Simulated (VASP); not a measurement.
Zn:

```
CELL_PARAMETERS angstrom
2.67000 0.00000 0.00000
-1.33500 2.31229 0.00000
0.00000 0.00000 4.96600
ATOMIC_POSITIONS crystal
Zn 0.33333 0.66667 0.25000
Zn 0.66667 0.33333 0.75000
```

```yaml
Program: VASP 6.6.1
Task: relaxation of cell and atoms
Functional: PBEsol
Potentials_or_basis: VASP PAW PBE potentials, release 64 (Zn)
Cutoff: 500 eV
k_mesh: 9 × 9 × 4
Occupations: fermi-dirac, width 0.05 eV
Spin: no spin polarisation
```

At the start: pressure -5.4 GPa; volume 15.33 Å³/atom.

Where does the relaxation end?

Over 12 steps the energy falls by 29.2 meV/atom and the volume is 14.12 Å³/atom (-7.9 %); space group P6_3/mmc (No. 194, to 0.1 Å) before and after.

The path:
| step | energy change (eV) | largest force (eV/Å) | pressure (GPa) | volume (Å³) |
| --- | --- | --- | --- | --- |
| 1 | 0.0000 | 0.0000 | -5.40 | 30.66 |
| 2 | -0.0413 | 0.0000 | 0.03 | 28.42 |
| 3 | -0.0413 | 0.0000 | 0.03 | 28.43 |
| 4 | -0.0464 | 0.0000 | 0.10 | 28.33 |
| 5 | -0.0570 | 0.0000 | 0.54 | 28.09 |
| 6 | -0.0505 | 0.0000 | 1.87 | 27.57 |
| 7 | -0.0565 | 0.0000 | 1.07 | 27.89 |
| 8 | -0.0578 | 0.0000 | 0.79 | 28.00 |
| 9 | -0.0577 | 0.0000 | -0.56 | 28.41 |
| 10 | -0.0583 | 0.0000 | 0.12 | 28.19 |
| 11 | -0.0583 | 0.0000 | 0.11 | 28.19 |
| 12 | -0.0584 | 0.0000 | -0.01 | 28.23 |

Final structure:
```
CELL_PARAMETERS angstrom
2.63957 0.00000 0.00000
-1.31979 2.28594 0.00000
0.00000 0.00000 4.67873
ATOMIC_POSITIONS crystal
Zn 0.33333 0.66667 0.25000
Zn 0.66667 0.33333 0.75000
```

Caveat: the PAW data sets were made with another functional, which shifts forces and pressure a little.
